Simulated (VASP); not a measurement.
# Sn in VASP: notebook, part 2 of 2

VASP 6.6.1. The steps go on from the part before.

### Step 3. Single point, LDA (equal xx and yy strain of +2 %)

File INCAR:

```
SYSTEM = Sn
PREC = Accurate
ENCUT = 520
EDIFF = 1E-7
ISMEAR = -1
SIGMA = 0.03
LREAL = .FALSE.
LASPH = .TRUE.
NELM = 60
ALGO = Normal
ISIF = 2
LWAVE = .FALSE.
LCHARG = .FALSE.
NBANDS = 21
```

File KPOINTS:

```
Automatic mesh
0
G
  9 9 9
  0 0 0
```

File POSCAR:

```
Sn
1.0
    0.0000000000      3.3105120000      3.2456000000
    3.3105120000      0.0000000000      3.2456000000
    3.3105120000      3.3105120000      0.0000000000
Sn
2
Direct
    0.5000000000      0.5000000000      0.5000000000
    0.7500000000      0.7500000000      0.7500000000
```

Potentials or basis: VASP PAW LDA potentials, release 64 (Sn_d).

The run is started by

```
$ cat potpaw_LDA.64/Sn_d/POTCAR > POTCAR
$ mpirun -np 1 vasp_std > vasp.out
```

OUTCAR:

```text
SYSTEM = Sn
   PREC = Accurate
   ENCUT = 520
   EDIFF = 1E-7
   ISMEAR = -1
   LREAL = .FALSE.
   LASPH = .TRUE.
   NELM = 60
   ISIF = 2

 ion  position               nearest neighbor table
   1  0.500  0.500  0.500-   2 2.85   2 2.85   2 2.85   2 2.85
   2  0.750  0.750  0.750-   1 2.85   1 2.85   1 2.85   1 2.85

  LATTYP: Found a body centered tetragonal cell.
 ALAT       =     4.6817709688
 C/A-ratio  =     1.3864838847

  Lattice vectors:

 A1 = (   0.0000000000,  -3.3105120000,  -3.2456000000)
 A2 = (   0.0000000000,   3.3105120000,  -3.2456000000)
 A3 = (   3.3105120000,   0.0000000000,   3.2456000000)

Analysis of symmetry for initial positions (statically):
=====================================================================
 Subroutine PRICEL returns:
 Original cell was already a primitive cell.

 Routine SETGRP: Setting up the symmetry group for a
 body centered tetragonal supercell.

 Subroutine GETGRP returns: Found 16 space group operations
 (whereof  8 operations were pure point group operations)
 out of a pool of 16 trial point group operations.

The static configuration has the point symmetry D_2d.
 The point group associated with its full space group is D_4h.

Analysis of symmetry for dynamics (positions and initial velocities):
=====================================================================
 Subroutine PRICEL returns:
 Original cell was already a primitive cell.

 Routine SETGRP: Setting up the symmetry group for a
 body centered tetragonal supercell.

 Subroutine GETGRP returns: Found 16 space group operations
 (whereof  8 operations were pure point group operations)
 out of a pool of 16 trial point group operations.

The dynamic configuration has the point symmetry D_2d.
 The point group associated with its full space group is D_4h.

 Subroutine INISYM returns: Found 16 space group operations
 (whereof  8 operations are pure point group operations),
 and found     1 'primitive' translations

----------------------------------------------------------------------------------------

                                     Primitive cell

  volume of cell :      71.1402

  direct lattice vectors                    reciprocal lattice vectors
     0.000000000  3.310512000  3.245600000    -0.151034039  0.151034039  0.154054720
     3.310512000  0.000000000  3.245600000     0.151034039 -0.151034039  0.154054720
     3.310512000  3.310512000  0.000000000     0.151034039  0.151034039 -0.154054720

  length of vectors
     4.636098474  4.636098474  4.681770969     0.263354170  0.263354170  0.263354170

  position of ions in fractional coordinates (direct lattice)
     0.500000000  0.500000000  0.500000000
     0.750000000  0.750000000  0.750000000

  ion indices of the primitive-cell ions
   primitive index   ion index
                 1           1
                 2           2

----------------------------------------------------------------------------------------

 KPOINTS: Automatic mesh

Automatic generation of k-mesh.
 Grid dimensions read from file:
 generate k-points for:    9    9    9

 Generating k-lattice:

  Cartesian coordinates                     Fractional coordinates (reciprocal lattice)
    -0.016781560  0.016781560  0.017117191     0.111111111  0.000000000  0.000000000
     0.016781560 -0.016781560  0.017117191     0.000000000  0.111111111  0.000000000
     0.016781560  0.016781560 -0.017117191    -0.000000000 -0.000000000  0.111111111

  Length of vectors
     0.029261574  0.029261574  0.029261574

  Shift w.r.t. Gamma in fractional coordinates (k-lattice)
     0.000000000  0.000000000  0.000000000

 Subroutine IBZKPT returns following result:
 ===========================================

 Found     75 irreducible k-points:

 Following reciprocal coordinates:
            Coordinates               Weight
  0.000000  0.000000  0.000000      1.000000
  0.111111 -0.000000  0.000000      8.000000
  0.222222  0.000000  0.000000      8.000000
  0.333333 -0.000000  0.000000      8.000000
  0.444444  0.000000  0.000000      8.000000
  0.111111  0.111111  0.000000      2.000000
[... 16 lines left out ...]
 -0.333333  0.333333  0.000000      4.000000
  0.444444  0.444444  0.000000      2.000000
 [... further k-points ...]
   k-points           NKPTS =     75   k-points in BZ     NKDIM =     75   number of bands    NBANDS=     21
   number of dos      NEDOS =    301   number of ions     NIONS =      2
   total plane-waves  NPLWV =  46656
   dimension x,y,z NGX =    36 NGY =   36 NGZ =   36
   dimension x,y,z NGXF=    72 NGYF=   72 NGZF=   72
   ions per type =               2
   NGX,Y,Z   is equivalent  to a cutoff of  12.91, 12.91, 12.78 a.u.
   NGXF,Y,Z  is equivalent  to a cutoff of  25.82, 25.82, 25.57 a.u.
 SYSTEM =  Sn
   PREC   = accura    normal or accurate (medium, high low for compatibility)
   ISTART =      0    job   : 0-new  1-cont  2-samecut
   ICHARG =      2    charge: 1-file 2-atom 10-const
   ISPIN  =      1    spin polarized calculation?
   LNONCOLLINEAR =      F non collinear calculations
   LSORBIT =      F    spin-orbit coupling
   LASPH  =      T    aspherical Exc in radial PAW
   ENCUT  =  520.0 eV  38.22 Ry    6.18 a.u.   8.62  8.62  8.70*2*pi/ulx,y,z
   NELM   =     60;   NELMIN=  2; NELMDL= -5     # of ELM steps
   EDIFF  = 0.1E-06   stopping-criterion for ELM
   LREAL  =      F    real-space projection
   EDIFFG = 0.1E-05   stopping-criterion for IOM
   NSW    =      0    number of steps for IOM
   IBRION =     -1    ionic relax: 0-MD 1-quasi-New 2-CG
   NFREE  =      0    steps in history (QN), initial steepest desc. (CG)
   ISIF   =      2    stress and relaxation
   ISYM   =      2    0-nonsym 1-usesym 2-fastsym
   POTIM  = 0.5000    time-step for ionic-motion
   TEBEG  =    0.0;   TEEND  =   0.0 temperature during run
   PSTRESS=    0.0 pullay stress
   NELECT =      28.0000    total number of electrons
   NUPDOWN=      -1.0000    fix difference up-down
   EMIN   =  10.00;   EMAX   =-10.00  energy-range for DOS
   EFERMI =   0.00;   METHOD = LEGACY
   ISMEAR =    -1;   SIGMA  =   0.03  broadening in eV -4-tet -1-fermi 0-gaus
   EFERMI_NEDOS =   21; number of points for ismear=-14 and -15
   IALGO  =     38    algorithm
   IMIX   =      4    mixing-type and parameters
     AMIX     =   0.40;   BMIX     =  1.00
     AMIX_MAG =   1.60;   BMIX_MAG =  1.00
  volume/ion in A,a.u.               =      35.57       240.04
  Fermi-wavevector in a.u.,A,eV,Ry     =   1.199745  2.267190 19.584074  1.439389
  Thomas-Fermi vector in A             =   2.335600
   LORBIT       =      0    0 simple, 1 ext, 2 COOP (PROOUT), +10 PAW based schemes
   GGA     = CA    functional components
   LHFCALC =     F    Hartree Fock is set to
   AEXX    =    0.0000 exact exchange contribution
   IVDW    =     0    specifies the selected vdW correction
   LEPSILON=     F    determine dielectric tensor
   LRPA    =     F    only Hartree local field effects (RPA)
 non-spin polarized calculation
  energy-cutoff  :      520.00
  volume of cell :       71.14
 maximum number of plane-waves:      1932
   NGX = 17   NGY = 17   NGZ = 17

 number of electron      27.9999989 magnetization

 Free energy of the ion-electron system (eV)
  ---------------------------------------------------
  ext. energy  EPLUGINS =         0.00000000
  ---------------------------------------------------
  free energy    TOTEN  =        -8.91668134 eV

  energy without entropy =       -8.91541892  energy(sigma->0) =       -8.91605013

 E-fermi :   4.8558     XC(G=0):  -9.0221

 val. band max:        4.8056855254   @ k =  -0.1111   0.0000   0.1111
 cond. band min:       4.8563931934   @ k =   0.1111  -0.0000   0.0000
 fundamental gap:      0.0507076679
 Fermi energy:         4.8557936664

 k-point     1 :       0.0000    0.0000    0.0000
  band No.  band energies     occupation
      1     -16.5951      2.00000
      2     -16.5884      2.00000
      3     -16.5884      2.00000
      4     -16.5355      2.00000
      5     -16.5336      2.00000
      6     -16.2584      2.00000
[... 13 lines left out ...]
     20      12.7349      0.00000
     21      13.0269      0.00000
[... 529 lines left out ...]
 k-point    24 :       0.4444    0.4444    0.0000
  band No.  band energies     occupation
      1     -16.6317      2.00000
      2     -16.6317      2.00000
      3     -16.5328      2.00000
      4     -16.4782      2.00000
      5     -16.4137      2.00000
      6     -16.3633      2.00000
[... 13 lines left out ...]
     20      14.4908      0.00000
     21      14.9819      0.00000

 [... further k-points ...]

------------------------ aborting loop because EDIFF is reached ----------------------------------------

  FORCE on cell =-STRESS in cart. coord.  units (eV):
  Direction    XX          YY          ZZ          XY          YZ          ZX
  --------------------------------------------------------------------------------------
  -------------------------------------------------------------------------------------
  Total       -0.9249778     -0.9249778     -0.6813763      0.0000000      0.0000000      0.0000000
  in kB      -20.8317895    -20.8317895    -15.3455431      0.0000000      0.0000000      0.0000000
  external PRESSURE =     -19.0030407 kB  Pullay stress =       0.0000000 kB

 VOLUME and BASIS-vectors are now :
 -----------------------------------------------------------------------------
  energy-cutoff  :      520.00
  volume of cell :       71.14
      direct lattice vectors                 reciprocal lattice vectors
     0.000000000  3.310512000  3.245600000    -0.151034039  0.151034039  0.154054720
     3.310512000  0.000000000  3.245600000     0.151034039 -0.151034039  0.154054720
     3.310512000  3.310512000  0.000000000     0.151034039  0.151034039 -0.154054720

 POSITION                                       TOTAL-FORCE (eV/Angst)
 -----------------------------------------------------------------------------------
      3.31051      3.31051      3.24560         0.000000      0.000000      0.000000
      4.96577      4.96577      4.86840        -0.000000     -0.000000     -0.000000
 -----------------------------------------------------------------------------------
    total drift:                                0.000000      0.000000      0.000000

  FREE ENERGIE OF THE ION-ELECTRON SYSTEM (eV)
  ---------------------------------------------------
  free  energy   TOTEN  =        -8.9166813402 eV

  energy  without entropy=       -8.9154189204  energy(sigma->0) =       -8.91605013
```

OSZICAR:

```text
N       E                     dE             d eps       ncg     rms          rms(c)
DAV:   1     0.231492974786E+03    0.23149E+03   -0.14875E+04  3190   0.191E+03
DAV:   2     0.168675366759E+02   -0.21463E+03   -0.21028E+03  3165   0.446E+02
DAV:   3    -0.815645703508E+01   -0.25024E+02   -0.24880E+02  3665   0.142E+02
DAV:   4    -0.900118425421E+01   -0.84473E+00   -0.84439E+00  3600   0.296E+01
DAV:   5    -0.903023847992E+01   -0.29054E-01   -0.29054E-01  4511   0.537E+00    0.309E+00
DAV:   6    -0.895396336760E+01    0.76275E-01   -0.36337E-02  4183   0.210E+00    0.175E+00
DAV:   7    -0.891609232691E+01    0.37871E-01   -0.54253E-02  3395   0.207E+00    0.140E-01
DAV:   8    -0.891659776087E+01   -0.50543E-03   -0.51964E-03  3635   0.808E-01    0.490E-02
DAV:   9    -0.891667937039E+01   -0.81610E-04   -0.16981E-04  4096   0.101E-01    0.145E-02
DAV:  10    -0.891668097211E+01   -0.16017E-05   -0.10369E-05  3809   0.324E-02    0.350E-03
DAV:  11    -0.891668133824E+01   -0.36613E-06   -0.11167E-06  3321   0.663E-03    0.127E-03
DAV:  12    -0.891668134016E+01   -0.19181E-08   -0.61027E-08  2610   0.238E-03
   1 F= -.89166813E+01 E0= -.89160501E+01  d E =-.126242E-02
```

Wall time 2.1 min (1 thread of Intel Xeon Platinum 8175M at 2.50GHz (Skylake/Cascade Lake), shared host); peak memory 0.22 GiB.

What came out:

| Property | Result |
| --- | --- |
| Free energy | -8.9167 eV |
| Pressure | -1.9 GPa |
| Band gap on the k mesh | zero (bands 14 and 15 overlap by 0.21 eV) |

Caveat: the cell differs from its parent crystal (equal xx and yy strain of +2 %); spin-orbit coupling is left out, which moves the levels of the heavy elements.

### Step 4. Single point, LDA (32.82 Å³/atom)

This run uses another cell than the first one, of 32.82 Å³/atom.

File INCAR:

```
SYSTEM = Sn
ALGO = Normal
EDIFF = 1E-7
ENCUT = 520
ISIF = 2
ISMEAR = -1
LASPH = .True.
LCHARG = .True.
LELF = .True.
LREAL = .False.
LVHAR = .True.
LWAVE = .False.
NBANDS = 21
NELM = 60
PREC = Accurate
SIGMA = 0.03
```

File KPOINTS:

```
k-points
0
Gamma
  9 9 9
  0 0 0
```

File POSCAR:

```
Sn
1.0
    0.0000000000      3.2017351634      3.2017351634
    3.2017351634      0.0000000000      3.2017351634
    3.2017351634      3.2017351634      0.0000000000
Sn
2
Direct
    0.5000000000      0.5000000000      0.5000000000
    0.7500000000      0.7500000000      0.7500000000
```

The run is started by

```
$ cat potpaw_LDA.64/Sn_d/POTCAR > POTCAR
$ mpirun -np 1 vasp_std > vasp.out
```

It took 78 s on 1 thread of Intel Xeon 8259CL, shared host; peak memory 0.19 GiB.

Results (log left out):

| Quantity | Value |
| --- | --- |
| Free energy | -8.9267 eV |
| Pressure | 1.6 GPa |
| Band gap on the k mesh | zero (bands 14 and 15 overlap by 0.09 eV) |

Levels at points of the mesh, in eV from the Fermi level:
```
           k point  band 10  band 11  band 12  band 13  band 14  band 15  band 16  band 17  band 18  band 19
(0.00, 0.00, 0.00)   -21.24   -10.89    -0.48     0.12     0.12     0.12     2.18     2.18     2.18     4.91
```

Caveat: spin-orbit coupling is left out, which moves the levels of the heavy elements.

### Step 5. Single point, LDA (33.85 Å³/atom)

This run uses another cell than the first one, of 33.85 Å³/atom.

File INCAR:

```
SYSTEM = Sn
PREC = Accurate
ENCUT = 520
EDIFF = 1E-6
ISMEAR = -1
SIGMA = 0.03
LREAL = .False.
LASPH = .True.
NELM = 60
ALGO = Normal
ISIF = 2
LWAVE = .False.
LCHARG = .False.
GGA = CA
NBANDS = 21
```

File KPOINTS:

```
Automatic mesh
0
Gamma
  9 9 9
  0 0 0
```

File POSCAR:

```
Sn
1.0
    0.0000000000      3.2347450694      3.2347450694
    3.2347450694      0.0000000000      3.2347450694
    3.2347450694      3.2347450694      0.0000000000
Sn
2
Direct
    0.5000000000      0.5000000000      0.5000000000
    0.7500000000      0.7500000000      0.7500000000
```

Potentials or basis: VASP PAW LDA potentials, release 64 (Sn_d).

The run is started by

```
$ cat potpaw_LDA.64/Sn_d/POTCAR > POTCAR
$ mpirun -np 1 vasp_std > vasp.out
```

OUTCAR:

```text
SYSTEM = Sn
   PREC = Accurate
   ENCUT = 520
   EDIFF = 1E-6
   ISMEAR = -1
   LREAL = .False.
   LASPH = .True.
   NELM = 60
   ISIF = 2
   GGA = CA

 ion  position               nearest neighbor table
   1  0.500  0.500  0.500-   2 2.80   2 2.80   2 2.80   2 2.80
   2  0.750  0.750  0.750-   1 2.80   1 2.80   1 2.80   1 2.80

  LATTYP: Found a face centered cubic cell.
 ALAT       =     6.4694901388

  Lattice vectors:

 A1 = (   0.0000000000,   3.2347450694,   3.2347450694)
 A2 = (   3.2347450694,   0.0000000000,   3.2347450694)
 A3 = (   3.2347450694,   3.2347450694,   0.0000000000)

Analysis of symmetry for initial positions (statically):
=====================================================================
 Subroutine PRICEL returns:
 Original cell was already a primitive cell.

 Routine SETGRP: Setting up the symmetry group for a
 face centered cubic supercell.

 Subroutine GETGRP returns: Found 48 space group operations
 (whereof 24 operations were pure point group operations)
[... 161 lines left out ...]
  ---------------------------------------------------
  free energy    TOTEN  =        -8.93777561 eV

  energy without entropy =       -8.93685838  energy(sigma->0) =       -8.93731699

 E-fermi :   5.3937     XC(G=0):  -9.2338

 val. band max:        5.3157434620   @ k =   0.1111   0.0000   0.0000
 cond. band min:       5.4035724468   @ k =   0.4444   0.0000   0.0000
 fundamental gap:      0.0878289847
 Fermi energy:         5.3937392963

 k-point     1 :       0.0000    0.0000    0.0000
  band No.  band energies     occupation
      1     -16.1654      2.00000
      2     -16.1654      2.00000
      3     -16.1654      2.00000
      4     -16.1026      2.00000
      5     -16.1026      2.00000
      6     -15.7826      2.00000
[... 565 lines left out ...]
     20      15.2962      0.00000
     21      15.7406      0.00000

 [... further k-points ...]

------------------------ aborting loop because EDIFF is reached ----------------------------------------

  FORCE on cell =-STRESS in cart. coord.  units (eV):
  Direction    XX          YY          ZZ          XY          YZ          ZX
  --------------------------------------------------------------------------------------
  -------------------------------------------------------------------------------------
  Total        0.0329565      0.0329565      0.0329565      0.0000000      0.0000000      0.0000000
  in kB        0.7800131      0.7800131      0.7800131      0.0000000      0.0000000      0.0000000
  external PRESSURE =       0.7800131 kB  Pullay stress =       0.0000000 kB

 VOLUME and BASIS-vectors are now :
 -----------------------------------------------------------------------------
  energy-cutoff  :      520.00
  volume of cell :       67.69
      direct lattice vectors                 reciprocal lattice vectors
     0.000000000  3.234745069  3.234745069    -0.154571686  0.154571686  0.154571686
     3.234745069  0.000000000  3.234745069     0.154571686 -0.154571686  0.154571686
     3.234745069  3.234745069  0.000000000     0.154571686  0.154571686 -0.154571686

 POSITION                                       TOTAL-FORCE (eV/Angst)
 -----------------------------------------------------------------------------------
      3.23475      3.23475      3.23475         0.000000      0.000000      0.000000
      4.85212      4.85212      4.85212        -0.000000     -0.000000     -0.000000
 -----------------------------------------------------------------------------------
    total drift:                                0.000000      0.000000      0.000000

  FREE ENERGIE OF THE ION-ELECTRON SYSTEM (eV)
  ---------------------------------------------------
  free  energy   TOTEN  =        -8.9377756090 eV

  energy  without entropy=       -8.9368583784  energy(sigma->0) =       -8.93731699
```

Run time: 70 s. Hardware: 1 thread of Intel Xeon 8259CL, shared host; peak memory 0.19 GiB.

Results:

```
Free energy            : -8.9378 eV
Pressure               : 0.1 GPa
Band gap on the k mesh : zero (bands 14 and 15 overlap by 0.15 eV)
```

Caveat: spin-orbit coupling is left out, which moves the levels of the heavy elements.

### Step 6. Single point, LDA (34.87 Å³/atom)

This run uses another cell than the first one, of 34.87 Å³/atom.

File INCAR:

```
SYSTEM = Sn
PREC = Accurate ; ENCUT = 520
EDIFF = 1E-7 ; ISMEAR = -1
SIGMA = 0.03 ; LREAL = .FALSE.
LASPH = .TRUE. ; NELM = 60
ALGO = Normal ; ISIF = 2
LWAVE = .FALSE. ; LCHARG = .FALSE.
NBANDS = 21
```

File KPOINTS:

```
Automatic mesh
0
G
  9 9 9
  0 0 0
```

File POSCAR:

```
Sn
1.0
    0.0000000000      3.2670946662      3.2670946662
    3.2670946662      0.0000000000      3.2670946662
    3.2670946662      3.2670946662      0.0000000000
Sn
2
Direct
    0.5000000000      0.5000000000      0.5000000000
    0.7500000000      0.7500000000      0.7500000000
```

Potentials or basis: VASP PAW LDA potentials, release 64 (Sn_d).

The run is started by

```
$ cat potpaw_LDA.64/Sn_d/POTCAR > POTCAR
$ mpirun -np 1 vasp_std > vasp.out
```

It took 74 s on 1 thread of Intel Xeon 8259CL, shared host; peak memory 0.19 GiB.

It converged, with:

```
Free energy            : -8.9312 eV
Pressure               : -1.2 GPa
Band gap on the k mesh : zero (bands 14 and 15 overlap by 0.21 eV)
```

Levels at points of the mesh, in eV from the Fermi level:
```csv
k point,band 11,band 12,band 13,band 14,band 15,band 16,band 17,band 18
"(0.00, 0.00, 0.00)",-10.42,-0.84,0.18,0.18,0.18,2.24,2.24,2.24
```

Caveat: spin-orbit coupling is left out, which moves the levels of the heavy elements.

### Step 7. The runs side by side

```tsv
cell	gap on the mesh (eV)	pressure (GPa)
a = 4.659, b = 4.659, c = 4.590 Å, angles 60.5, 60.5, 59.0°, 2 atoms	none	-1.5
a = 4.636, b = 4.636, c = 4.682 Å, angles 59.7, 59.7, 60.7°, 2 atoms	none	-1.9
a = 4.528 Å, angles 60.0°, 2 atoms	none	1.6
a = 4.575 Å, angles 60.0°, 2 atoms	none	0.1
a = 4.620 Å, angles 60.0°, 2 atoms	none	-1.2
```

Alike in all rows: task single point; level LDA; potentials or basis VASP PAW LDA potentials, release 64 (Sn_d); no spin polarisation; k mesh 9 × 9 × 9; cutoff (eV) 520; smearing fermi-dirac 0.03 eV.

Caveats: spin-orbit coupling is left out, which moves the levels of the heavy elements.

Total energies depend on the potentials used, so only differences within one code and one set of settings carry meaning.
